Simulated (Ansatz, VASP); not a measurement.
SiC in VASP and in Ansatz

The input INCAR:

```
  PREC = Accurate
  ENCUT = 600
  EDIFF = 1E-6
  ISMEAR = 0
  SIGMA = 0.02
  LREAL = False
  LASPH = True
  NELM = 120
  ALGO = Normal
  ISIF = 2
  LWAVE = False
  LCHARG = False
  GGA = PE
  NBANDS = 11
  GGA_COMPAT = False
```

KPOINTS

```
Automatic mesh
0
Gamma
  10 10 10
```

File POSCAR:

```
SiC
1.0
    0.0000000000      2.1457327616      2.1457327616
    2.1457327616      0.0000000000      2.1457327616
    2.1457327616      2.1457327616      0.0000000000
Si C
1 1
Direct
    0.0000000000      0.0000000000      0.0000000000
    0.2500000000      0.2500000000      0.2500000000
```

Input for Ansatz:

```yaml
crystal:
  lattice:
    - [0.0, 2.1457327616, 2.1457327616]
    - [2.1457327616, 0.0, 2.1457327616]
    - [2.1457327616, 2.1457327616, 0.0]
  atoms:
    - { symbol: Si, position: [0.0, 0.0, 0.0] }
    - { symbol: C, position: [0.25, 0.25, 0.25] }
basis: {}
kpoints:
  mp_grid: { grid: [10, 10, 10] }
hamiltonian:
  xc: pbe
  pseudopotentials: { kind: nc }
scf:
  occupations: { method: gaussian, width: 0.02 }
output:
  forces: true
  stress: true
  eigenvalues: true
```

Alike in both runs: task single point; functional PBE; k mesh 10 × 10 × 10; occupations gaussian, width 0.02 eV; no spin polarisation.

```csv
,VASP,Ansatz
version,VASP 6.6.1,Ansatz 0.2.0
potentials or method,"VASP PAW PBE potentials, release 64 (Si, C)","scalar-relativistic, plane waves, norm-conserving pseudopotentials"
plane-wave cutoff (eV),600,1116
valence electrons in the cell,8,8
```

```csv
,VASP,Ansatz,Ansatz less VASP
gap on the k mesh at the Fermi level (eV),1.31,1.30,-0.008
least direct gap on the mesh (eV),4.59,4.59,+0.002
pressure (GPa),14.4,14.8,+0.37
```
